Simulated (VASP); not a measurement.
A run of VASP 6.6.1 is set up as follows.

INCAR

```
PREC = Accurate
ENCUT = 500
EDIFF = 1E-6
ISMEAR = 0
SIGMA = 0.05
LREAL = F
LASPH = T
NELM = 120
ALGO = Normal
ISIF = 2
LWAVE = F
LCHARG = F
NBANDS = 28
GGA_COMPAT = F
```

Contents of KPOINTS:

```
regular mesh
0
Gamma
  6 6 4
```

File POSCAR:

```
SnSe
1.0
    4.1898989379      0.0000000000      0.0000000000
    0.0000000000      4.1898989379      0.0000000000
    0.0000000000      0.0000000000     10.9796229414
Sn Se
2 2
Direct
    0.5000000000      0.0000000000      0.3941019504
    0.0000000000      0.5000000000      0.6218366662
    0.5000000000      0.0000000000      0.6217782129
    0.0000000000      0.5000000000      0.3782217871
```

Potentials or basis: VASP PAW LDA potentials, release 64 (Sn_d, Se).

The run is started by

```console
$ cat potpaw_LDA.64/Sn_d/POTCAR potpaw_LDA.64/Se/POTCAR > POTCAR
$ mpirun -np 1 vasp_std > vasp.out
```

Estimate the largest force.

1.583 eV/Å.

What does it give for the band gap on the k mesh?

1.30 eV.

Forces on the atoms (eV/Å):
```
Sn   0.000  0.000 -1.583
Sn   0.000  0.000 -0.007
Se   0.000  0.000  1.411
Se   0.000  0.000  0.178
```

Caveat: the cell differs from its parent crystal (atom 1 (Sn) moved +0.175 Å towards its neighbour atom 3 (Se) at 2.675 Å); spin-orbit coupling is left out, which moves the levels of the heavy elements.
